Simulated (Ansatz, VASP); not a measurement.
SiC2 in VASP and in Ansatz

Contents of INCAR:

```
PREC     = Accurate       # precision mode
ENCUT    = 600            # plane-wave cutoff, eV
EDIFF    = 1E-6           # SCF threshold, eV
ISMEAR   = -1             # smearing method
SIGMA    = 0.02           # smearing width, eV
LREAL    = False          # projectors in reciprocal space
LASPH    = True           # aspherical terms in the spheres
NELM     = 120            # most SCF steps
ALGO     = Normal         # electronic algorithm
ISIF     = 2              # what is computed and relaxed
LWAVE    = False          # write WAVECAR
LCHARG   = False          # write CHGCAR
GGA      = PE             # functional
NBANDS   = 21             # bands
GGA_COMPAT= False
```

File KPOINTS:

```
Automatic mesh
0
Gamma
  12 12 4
```

File POSCAR:

```
SiC2
1.0
    2.5295636113      0.0000000000      0.0000000000
   -1.2647818057      2.1906663479      0.0000000000
    0.0000000000      0.0000000000      9.4401845763
C Si
4 2
Direct
    0.3333333333      0.6666666667      0.6350200126
    0.0000000000      0.0000000000      0.4164041689
    0.0000000000      0.0000000000      0.5835958311
    0.6666666667      0.3333333333      0.3649799874
    0.6666666667      0.3333333333      0.1546651133
    0.3333333333      0.6666666667      0.8453348867
```

Input for Ansatz:

```yaml
crystal:
  lattice:
    - [2.5295636113, 0.0, 0.0]
    - [-1.2647818057, 2.1906663479, 0.0]
    - [0.0, 0.0, 9.4401845763]
  atoms:
    - { symbol: C, position: [0.3333333333, 0.6666666667, 0.6350200126] }
    - { symbol: C, position: [0.0, 0.0, 0.4164041689] }
    - { symbol: Si, position: [0.6666666667, 0.3333333333, 0.1546651133] }
    - { symbol: C, position: [0.0, 0.0, 0.5835958311] }
    - { symbol: C, position: [0.6666666667, 0.3333333333, 0.3649799874] }
    - { symbol: Si, position: [0.3333333333, 0.6666666667, 0.8453348867] }
kpoints:
  mp_grid: { grid: [12, 12, 4] }
  band_path:
    path:
      - [[0.0, 0.0, 0.0], [0.5, -3.502351317823e-17, 5.59195295855e-18], [0.3333333333333, 0.3333333333333, 3.727968639033e-18], [0.0, 0.0, 0.0], [-1.83862245821e-36, -1.410660211319e-35, 0.5], [0.5, -3.512538400294e-17, 0.5], [0.3333333333333, 0.3333333333333, 0.5], [-1.83862245821e-36, -1.410660211319e-35, 0.5]]
      - [[0.5, -3.512538400294e-17, 0.5], [0.5, -3.502351317823e-17, 5.59195295855e-18]]
      - [[0.3333333333333, 0.3333333333333, 0.5], [0.3333333333333, 0.3333333333333, 3.727968639033e-18]]
    npoints: 10
hamiltonian:
  xc: pbe
scf:
  occupations: { method: fermi_dirac, width: 0.02 }
  n_extra_bands: 5
output:
  forces: true
  stress: true
  eigenvalues: true
  write_density: true
  write_potential: true
  elf: true
  volumetric_format: npy
```

Alike in both runs: task single point; functional PBE; k mesh 12 × 12 × 4; occupations fermi-dirac, width 0.02 eV; no spin polarisation.

|  | VASP | Ansatz |
| --- | --- | --- |
| version | VASP 6.6.1 | Ansatz 0.2.0 |
| potentials or method | VASP PAW PBE potentials, release 64 (C, Si) | plane waves, PAW |
| plane-wave cutoff (eV) | 600 | 420 |
| valence electrons in the cell | 24 | 24 |

VASP gave:

| Property | Result |
| --- | --- |
| pressure (GPa) | 2.6 |
| rms of the force components (eV/Å) | 0.075 |

**Question.** What did Ansatz give for the same quantities?

**Answer.** Pressure (GPa): 2.7; rms of the force components (eV/Å): 0.075.

With one functional, cell and mesh, what is left measures potentials, basis and numerics.
